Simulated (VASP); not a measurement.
# SnO2 (P4/mmm) in VASP: further runs

The runs below take SnO2 through single point, relaxation of cell and atoms, with PBE.

Everything below comes from runs of VASP 6.6.1. Logs are shortened: lines on timing, memory, paths and dates and some standing lists are left out, and cuts for length are marked.

### 1 The cell of the first run

Symmetry: P4/mmm, No. 123, tetragonal system. The conventional cell has a = 3.562 Å, b = 3.562 Å, c = 2.854 Å, α = 90.00°, β = 90.00°, γ = 90.00°. Within 3.0 Å of Sn (site symmetry 4/mmm) lie 8 O at 2.28 Å and 2 Sn at 2.85 Å. O (site symmetry mmm) has 4 Sn at 2.28 Å and 6 O at 2.52 to 2.85 Å within 3.0 Å.

The cell was built from a structure type or drawn by symmetry, and may not be a known phase.

### 2 Single point, PBE

File INCAR:

```
PREC     = Accurate       # precision mode
ENCUT    = 520            # plane-wave cutoff, eV
EDIFF    = 1E-6           # SCF threshold, eV
ISMEAR   = 0              # smearing method
SIGMA    = 0.1            # smearing width, eV
LREAL    = F              # projectors in reciprocal space
LASPH    = T              # aspherical terms in the spheres
NELM     = 60             # most SCF steps
ALGO     = Normal         # electronic algorithm
ISIF     = 2              # what is computed and relaxed
LWAVE    = F              # write WAVECAR
LCHARG   = F              # write CHGCAR
GGA      = PE             # functional
NBANDS   = 20             # bands
```

File KPOINTS:

```
regular mesh
0
Gamma
  6 6 4
```

File POSCAR:

```
SnO2
1.0
    3.5618080521      0.0000000000      0.0000000000
    0.0000000000      3.5618080521      0.0000000000
    0.0000000000      0.0000000000      2.8540659485
Sn O
1 2
Direct
    0.0000000000      0.0000000000      0.5000000000
    0.5000000000      0.0000000000      0.0000000000
    0.0000000000      0.5000000000      0.0000000000
```

Potentials or basis: VASP PAW PBE potentials, release 64 (Sn_d, O).

On the command line:

```
> cat potpaw_PBE.64/Sn_d/POTCAR potpaw_PBE.64/O/POTCAR > POTCAR
> mpirun -np 1 vasp_std > vasp.out
```

OUTCAR:

```text
PREC = Accurate
   ENCUT = 520
   EDIFF = 1E-6
   ISMEAR = 0
   LREAL = F
   LASPH = T
   NELM = 60
   ISIF = 2
   GGA = PE

 ion  position               nearest neighbor table
   1  0.000  0.000  0.500-   2 2.28   3 2.28   2 2.28   3 2.28   3 2.28   3 2.28   2 2.28   2 2.28

   2  0.500  0.000  0.000-   1 2.28   1 2.28   1 2.28   1 2.28
   3  0.000  0.500  0.000-   1 2.28   1 2.28   1 2.28   1 2.28

  LATTYP: Found a simple tetragonal cell.
 ALAT       =     3.5618080521
 C/A-ratio  =     0.8012969556

  Lattice vectors:

 A1 = (   3.5618080521,   0.0000000000,   0.0000000000)
 A2 = (   0.0000000000,   3.5618080521,   0.0000000000)
 A3 = (   0.0000000000,   0.0000000000,   2.8540659485)

Analysis of symmetry for initial positions (statically):
=====================================================================
 Subroutine PRICEL returns:
 Original cell was already a primitive cell.

 Routine SETGRP: Setting up the symmetry group for a
 simple tetragonal supercell.

 Subroutine GETGRP returns: Found 16 space group operations
 (whereof 16 operations were pure point group operations)
 out of a pool of 16 trial point group operations.

The static configuration has the point symmetry D_4h.

Analysis of symmetry for dynamics (positions and initial velocities):
=====================================================================
 Subroutine PRICEL returns:
 Original cell was already a primitive cell.

 Routine SETGRP: Setting up the symmetry group for a
 simple tetragonal supercell.

 Subroutine GETGRP returns: Found 16 space group operations
 (whereof 16 operations were pure point group operations)
 out of a pool of 16 trial point group operations.

The dynamic configuration has the point symmetry D_4h.

 Subroutine INISYM returns: Found 16 space group operations
 (whereof 16 operations are pure point group operations),
 and found     1 'primitive' translations

----------------------------------------------------------------------------------------

                                     Primitive cell

  volume of cell :      36.2080

  direct lattice vectors                    reciprocal lattice vectors
     3.561808052  0.000000000  0.000000000     0.280756286  0.000000000  0.000000000
     0.000000000  3.561808052  0.000000000     0.000000000  0.280756286  0.000000000
     0.000000000  0.000000000  2.854065949     0.000000000  0.000000000  0.350377328

  length of vectors
     3.561808052  3.561808052  2.854065949     0.280756286  0.280756286  0.350377328

  position of ions in fractional coordinates (direct lattice)
     0.000000000  0.000000000  0.500000000
     0.500000000  0.000000000  0.000000000
     0.000000000  0.500000000  0.000000000

  ion indices of the primitive-cell ions
   primitive index   ion index
                 1           1
                 2           2
                 3           3

----------------------------------------------------------------------------------------

 KPOINTS: regular mesh

Automatic generation of k-mesh.
 Grid dimensions read from file:
 generate k-points for:    6    6    4

 Generating k-lattice:

  Cartesian coordinates                     Fractional coordinates (reciprocal lattice)
     0.046792714  0.000000000  0.000000000     0.166666667  0.000000000  0.000000000
     0.000000000  0.046792714  0.000000000     0.000000000  0.166666667  0.000000000
     0.000000000  0.000000000  0.087594332     0.000000000  0.000000000  0.250000000

  Length of vectors
     0.046792714  0.046792714  0.087594332

  Shift w.r.t. Gamma in fractional coordinates (k-lattice)
     0.000000000  0.000000000  0.000000000

 Subroutine IBZKPT returns following result:
 ===========================================

 Found     30 irreducible k-points:

 Following reciprocal coordinates:
            Coordinates               Weight
  0.000000  0.000000  0.000000      1.000000
  0.166667  0.000000  0.000000      4.000000
  0.333333  0.000000  0.000000      4.000000
  0.500000  0.000000  0.000000      2.000000
  0.166667  0.166667  0.000000      4.000000
  0.333333  0.166667  0.000000      8.000000
[... 16 lines left out ...]
  0.333333  0.000000  0.500000      4.000000
  0.500000  0.000000  0.500000      2.000000
 [... further k-points ...]
   k-points           NKPTS =     30   k-points in BZ     NKDIM =     30   number of bands    NBANDS=     20
   number of dos      NEDOS =    301   number of ions     NIONS =      3
   total plane-waves  NPLWV =  18816
   dimension x,y,z NGX =    28 NGY =   28 NGZ =   24
   dimension x,y,z NGXF=    56 NGYF=   56 NGZF=   48
   ions per type =               1   2
   NGX,Y,Z   is equivalent  to a cutoff of  13.07, 13.07, 13.98 a.u.
   NGXF,Y,Z  is equivalent  to a cutoff of  26.14, 26.14, 27.96 a.u.
 SYSTEM =  unknown system
   PREC   = accura    normal or accurate (medium, high low for compatibility)
   ISTART =      0    job   : 0-new  1-cont  2-samecut
   ICHARG =      2    charge: 1-file 2-atom 10-const
   ISPIN  =      1    spin polarized calculation?
   LNONCOLLINEAR =      F non collinear calculations
   LSORBIT =      F    spin-orbit coupling
   LASPH  =      T    aspherical Exc in radial PAW
   ENCUT  =  520.0 eV  38.22 Ry    6.18 a.u.   6.62  6.62  5.31*2*pi/ulx,y,z
   NELM   =     60;   NELMIN=  2; NELMDL= -5     # of ELM steps
   EDIFF  = 0.1E-05   stopping-criterion for ELM
   LREAL  =      F    real-space projection
   EDIFFG = 0.1E-04   stopping-criterion for IOM
   NSW    =      0    number of steps for IOM
   IBRION =     -1    ionic relax: 0-MD 1-quasi-New 2-CG
   NFREE  =      0    steps in history (QN), initial steepest desc. (CG)
   ISIF   =      2    stress and relaxation
   ISYM   =      2    0-nonsym 1-usesym 2-fastsym
   POTIM  = 0.5000    time-step for ionic-motion
   TEBEG  =    0.0;   TEEND  =   0.0 temperature during run
   PSTRESS=    0.0 pullay stress
   NELECT =      26.0000    total number of electrons
   NUPDOWN=      -1.0000    fix difference up-down
   EMIN   =  10.00;   EMAX   =-10.00  energy-range for DOS
   EFERMI =   0.00;   METHOD = LEGACY
   ISMEAR =     0;   SIGMA  =   0.10  broadening in eV -4-tet -1-fermi 0-gaus
   EFERMI_NEDOS =   21; number of points for ismear=-14 and -15
   IALGO  =     38    algorithm
   IMIX   =      4    mixing-type and parameters
     AMIX     =   0.40;   BMIX     =  1.00
     AMIX_MAG =   1.60;   BMIX_MAG =  1.00
  volume/ion in A,a.u.               =      12.07        81.45
  Fermi-wavevector in a.u.,A,eV,Ry     =   1.465990  2.770319 29.240634  2.149126
  Thomas-Fermi vector in A             =   2.581781
   LORBIT       =      0    0 simple, 1 ext, 2 COOP (PROOUT), +10 PAW based schemes
   GGA     = PE    functional components
   LHFCALC =     F    Hartree Fock is set to
   AEXX    =    0.0000 exact exchange contribution
   IVDW    =     0    specifies the selected vdW correction
   LEPSILON=     F    determine dielectric tensor
   LRPA    =     F    only Hartree local field effects (RPA)
 non-spin polarized calculation
 Gauss-broadening in eV      SIGMA  =   0.10
  energy-cutoff  :      520.00
  volume of cell :       36.21
 maximum number of plane-waves:       995
 NGX is ok and might be reduce to    28
   NGX = 13   NGY = 13   NGZ = 11

 number of electron      26.0000024 magnetization

 Free energy of the ion-electron system (eV)
  ---------------------------------------------------
  ext. energy  EPLUGINS =         0.00000000
  ---------------------------------------------------
  free energy    TOTEN  =       -15.92855109 eV

  energy without entropy =      -15.92212728  energy(sigma->0) =      -15.92533919

 E-fermi :   7.1980     XC(G=0): -11.3486

 val. band max:        7.1266946952   @ k =   0.3333   0.3333   0.2500
 cond. band min:       7.2376792672   @ k =   0.5000   0.3333   0.2500
 fundamental gap:      0.1109845720
 Fermi energy:         7.1980140666

 k-point     1 :       0.0000    0.0000    0.0000
  band No.  band energies     occupation
      1     -14.9620      2.00000
      2     -14.8254      2.00000
      3     -14.4191      2.00000
      4     -14.3754      2.00000
      5     -14.3754      2.00000
      6     -12.4545      2.00000
[... 12 lines left out ...]
     19      21.4947      0.00000
     20      21.5875      0.00000

 k-point     2 :       0.1667    0.0000    0.0000
  band No.  band energies     occupation
      1     -14.9550      2.00000
      2     -14.7865      2.00000
      3     -14.4262      2.00000
      4     -14.3879      2.00000
      5     -14.3750      2.00000
      6     -12.2762      2.00000
[... 12 lines left out ...]
     19      20.9398      0.00000
     20      22.5404      0.00000

 k-point     3 :       0.3333    0.0000    0.0000
  band No.  band energies     occupation
      1     -14.9418      2.00000
      2     -14.7124      2.00000
      3     -14.4405      2.00000
      4     -14.4127      2.00000
      5     -14.3742      2.00000
      6     -11.7437      2.00000
[... 12 lines left out ...]
     19      20.7629      0.00000
     20      22.6481      0.00000

 k-point     4 :       0.5000    0.0000    0.0000
  band No.  band energies     occupation
      1     -14.9354      2.00000
      2     -14.6774      2.00000
      3     -14.4477      2.00000
      4     -14.4251      2.00000
      5     -14.3738      2.00000
      6     -10.9641      2.00000
[... 12 lines left out ...]
     19      19.6490      0.00000
     20      22.5940      0.00000

 k-point     5 :       0.1667    0.1667    0.0000
  band No.  band energies     occupation
      1     -14.9480      2.00000
      2     -14.7427      2.00000
      3     -14.4339      2.00000
      4     -14.3876      2.00000
      5     -14.3873      2.00000
      6     -12.1130      2.00000
[... 12 lines left out ...]
     19      20.8322      0.00000
     20      22.8400      0.00000

 k-point     6 :       0.3333    0.1667    0.0000
  band No.  band energies     occupation
      1     -14.9348      2.00000
      2     -14.6576      2.00000
      3     -14.4490      2.00000
      4     -14.4123      2.00000
      5     -14.3866      2.00000
      6     -11.6269      2.00000
[... 12 lines left out ...]
     19      20.3730      0.00000
     20      23.2573      0.00000

 k-point     7 :       0.5000    0.1667    0.0000
  band No.  band energies     occupation
      1     -14.9285      2.00000
      2     -14.6167      2.00000
      3     -14.4565      2.00000
      4     -14.4246      2.00000
      5     -14.3862      2.00000
      6     -10.9205      2.00000
[... 12 lines left out ...]
     19      19.9594      0.00000
     20      23.3565      0.00000
[... 277 lines left out ...]
 k-point    20 :       0.5000    0.5000    0.2500
  band No.  band energies     occupation
      1     -14.7552      2.00000
      2     -14.7552      2.00000
      3     -14.5846      2.00000
      4     -14.4613      2.00000
      5     -14.4020      2.00000
      6     -10.0728      2.00000
[... 12 lines left out ...]
     19      23.7556      0.00000
     20      23.7556      0.00000

 k-point    21 :       0.0000    0.0000    0.5000
  band No.  band energies     occupation
      1     -14.6789      2.00000
      2     -14.6789      2.00000
      3     -14.5548      2.00000
      4     -14.3947      2.00000
      5     -14.3109      2.00000
      6     -11.3988      2.00000
[... 12 lines left out ...]
     19      20.5315      0.00000
     20      24.2599      0.00000

 k-point    22 :       0.1667    0.0000    0.5000
  band No.  band energies     occupation
      1     -14.7815      2.00000
      2     -14.6771      2.00000
      3     -14.5340      2.00000
      4     -14.3999      2.00000
      5     -14.3025      2.00000
      6     -11.1708      2.00000
[... 12 lines left out ...]
     19      21.0319      0.00000
     20      23.9676      0.00000

 k-point    23 :       0.3333    0.0000    0.5000
  band No.  band energies     occupation
      1     -14.9616      2.00000
      2     -14.6734      2.00000
      3     -14.4966      2.00000
      4     -14.4103      2.00000
      5     -14.2810      2.00000
      6     -10.6857      2.00000
[... 12 lines left out ...]
     19      22.1436      0.00000
     20      22.5080      0.00000

 k-point    24 :       0.5000    0.0000    0.5000
  band No.  band energies     occupation
      1     -15.0422      2.00000
      2     -14.6715      2.00000
      3     -14.4803      2.00000
      4     -14.4155      2.00000
      5     -14.2677      2.00000
      6     -10.3956      2.00000
[... 12 lines left out ...]
     19      22.7490      0.00000
     20      22.9843      0.00000

 [... further k-points ...]

------------------------ aborting loop because EDIFF is reached ----------------------------------------

  FORCE on cell =-STRESS in cart. coord.  units (eV):
  Direction    XX          YY          ZZ          XY          YZ          ZX
  --------------------------------------------------------------------------------------
  -------------------------------------------------------------------------------------
  Total        0.1293973      0.1293973      0.1059859      0.0000000      0.0000000      0.0000000
  in kB        5.7257274      5.7257274      4.6897937      0.0000000      0.0000000      0.0000000
  external PRESSURE =       5.3804161 kB  Pullay stress =       0.0000000 kB

 VOLUME and BASIS-vectors are now :
 -----------------------------------------------------------------------------
  energy-cutoff  :      520.00
  volume of cell :       36.21
      direct lattice vectors                 reciprocal lattice vectors
     3.561808052  0.000000000  0.000000000     0.280756286  0.000000000  0.000000000
     0.000000000  3.561808052  0.000000000     0.000000000  0.280756286  0.000000000
     0.000000000  0.000000000  2.854065949     0.000000000  0.000000000  0.350377328

 POSITION                                       TOTAL-FORCE (eV/Angst)
 -----------------------------------------------------------------------------------
      0.00000      0.00000      1.42703         0.000000      0.000000      0.000000
      1.78090      0.00000      0.00000         0.000000      0.000000      0.000000
      0.00000      1.78090      0.00000         0.000000      0.000000      0.000000
 -----------------------------------------------------------------------------------
    total drift:                               -0.000000      0.000000     -0.000000

  FREE ENERGIE OF THE ION-ELECTRON SYSTEM (eV)
  ---------------------------------------------------
  free  energy   TOTEN  =       -15.9285510932 eV

  energy  without entropy=      -15.9221272779  energy(sigma->0) =      -15.92533919
```

Wall time 8.1 s (1 thread of Intel Xeon 6975P-C (Granite Rapids), shared host); peak memory 0.15 GiB.

What came out:

- Free energy: -15.9286 eV
- Pressure: 0.5 GPa
- Band gap on the k mesh: zero (bands 13 and 14 overlap by 1.23 eV)

Levels at points of the mesh, in eV from the Fermi level:
```csv
k point,band 11,band 12,band 13,band 14,band 15,band 16
"(0.00, 0.00, 0.00)",-3.17,-1.53,-0.86,-0.86,6.96,9.98
"(0.50, 0.00, 0.00)",-2.39,-1.99,-1.78,2.22,4.76,10.09
"(0.50, 0.50, 0.00)",-1.74,-1.06,0.28,4.36,4.73,4.73
"(0.00, 0.00, 0.50)",-3.10,-0.46,-0.46,2.10,4.71,5.43
"(0.50, 0.00, 0.50)",-2.92,-1.80,-1.63,2.21,6.01,6.56
"(0.50, 0.50, 0.50)",-3.89,-2.60,-1.24,0.46,7.11,8.41
```

Caveat: the k points lie up to 0.55 Å⁻¹ apart, too coarse for converged energies and pressures of a metal; spin-orbit coupling is left out, which moves the levels of the heavy elements.

### 3 Single point, PBE

File INCAR:

```
ALGO = Normal
EDIFF = 1E-7
ENCUT = 520
GGA = PE
ISIF = 2
ISMEAR = 0
LASPH = T
LCHARG = F
LREAL = F
LWAVE = F
NBANDS = 20
NELM = 60
PREC = Accurate
SIGMA = 0.1
```

File KPOINTS:

```
k-points
0
Gamma
  6 6 6
```

File POSCAR:

```
SnO2
1.0
    3.5632043514      0.0000000000      0.0000000000
    0.0000000000      3.5632043514      0.0000000000
    0.0000000000      0.0000000000      2.8511041259
Sn O
1 2
Direct
    0.0000000000      0.0000000000      0.5000000000
    0.5000000000      0.0000000000      0.0000000000
    0.0000000000      0.5000000000      0.0000000000
```

Potentials or basis: VASP PAW PBE potentials, release 64 (Sn_d, O).

On the command line:

```
> cat potpaw_PBE.64/Sn_d/POTCAR potpaw_PBE.64/O/POTCAR > POTCAR
> mpirun -np 1 vasp_std > vasp.out
```

It took 12 s on 1 thread of Intel Xeon 6975P-C (Granite Rapids), shared host; peak memory 0.16 GiB.

Results (log left out):

```
Free energy            : -15.9061 eV
Pressure               : 0.4 GPa
Band gap on the k mesh : zero (bands 13 and 14 overlap by 1.19 eV)
```

Stress tensor (GPa, compression positive):
```
0.30 0.00 0.00
0.00 0.30 0.00
0.00 0.00 0.46
```

Levels at points of the mesh, in eV from the Fermi level:
```
           k point  band 11  band 12  band 13  band 14  band 15  band 16
(0.00, 0.00, 0.00)    -3.19    -1.56    -0.89    -0.89     6.93     9.95
(0.50, 0.00, 0.00)    -2.41    -2.01    -1.81     2.19     4.74    10.05
(0.50, 0.50, 0.00)    -1.76    -1.10     0.25     4.33     4.70     4.70
(0.00, 0.00, 0.50)    -3.14    -0.48    -0.48     2.04     4.68     5.39
(0.50, 0.00, 0.50)    -2.96    -1.81    -1.64     2.17     5.95     6.52
(0.50, 0.50, 0.50)    -3.91    -2.64    -1.28     0.44     7.09     8.36
```

Caveat: the k points lie up to 0.37 Å⁻¹ apart, too coarse for converged energies and pressures of a metal; spin-orbit coupling is left out, which moves the levels of the heavy elements.

(Part 1 of 2 ends here.)
